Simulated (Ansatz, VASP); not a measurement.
Two plane-wave programs on SrTiO3

INCAR

```
ALGO = Normal
EDIFF = 1E-6
EDIFFG = -0.01
ENCUT = 600
GGA = PE
IBRION = 2
ISIF = 3
ISMEAR = 0
LASPH = T
LCHARG = F
LREAL = F
LWAVE = F
NELM = 100
NSW = 100
PREC = Accurate
SIGMA = 0.02
```

Contents of KPOINTS:

```
k-points
0
Gamma
  8 8 8
```

POSCAR

```
SrTiO3
1.0
    3.9364873115      0.0000000000      0.0000000000
    0.0000000000      3.9364873115      0.0000000000
    0.0000000000      0.0000000000      3.9364873115
Sr Ti O
1 1 3
Direct
    0.0000000000      0.0000000000      0.0000000000
    0.5000000000      0.5000000000      0.5000000000
    0.0000000000      0.5000000000      0.5000000000
    0.5000000000      0.0000000000      0.5000000000
    0.5000000000      0.5000000000      0.0000000000
```

Input for Ansatz:

```yaml
crystal:
  lattice:
    - [3.9364873115, 0.0, 0.0]
    - [0.0, 3.9364873115, 0.0]
    - [0.0, 0.0, 3.9364873115]
  atoms:
    - { symbol: Sr, position: [0.0, 0.0, 0.0] }
    - { symbol: Ti, position: [0.5, 0.5, 0.5] }
    - { symbol: O, position: [0.0, 0.5, 0.5] }
    - { symbol: O, position: [0.5, 0.0, 0.5] }
    - { symbol: O, position: [0.5, 0.5, 0.0] }
basis:
  ecutwfc: 420
kpoints:
  mp_grid: { grid: [8, 8, 8] }
hamiltonian:
  xc: pbe
scf:
  occupations: { method: gaussian, width: 0.02 }
output:
  forces: true
  stress: true
  eigenvalues: true
  write_density: true
  write_potential: true
  elf: true
  volumetric_format: npy
relax:
  adjacent_minimum: "off"
  f_tol: 0.01
  max_steps: 80
  cell: { stress_tol: 0.05 }
```

Alike in both runs: task relaxation of cell and atoms; functional PBE; k mesh 8 × 8 × 8; occupations gaussian, width 0.02 eV; no spin polarisation.

```csv
,VASP,Ansatz
version,VASP 6.6.1,Ansatz 0.2.0
potentials or method,"VASP PAW PBE potentials, release 64 (Sr_sv, Ti_sv, O), cutoff 600 eV","scalar-relativistic, plane waves, PAW"
valence electrons in the cell,40,40
```

```csv
,VASP,Ansatz,Ansatz less VASP
"gap on the k mesh at the Fermi level, each at its own relaxed structure (eV)",1.81,1.84,+0.035
relaxed volume (Å³/atom),12.23,12.20,-0.032
relaxed length of the cell vector where the two differ most in proportion (Å),3.940,3.936,-0.0035
```
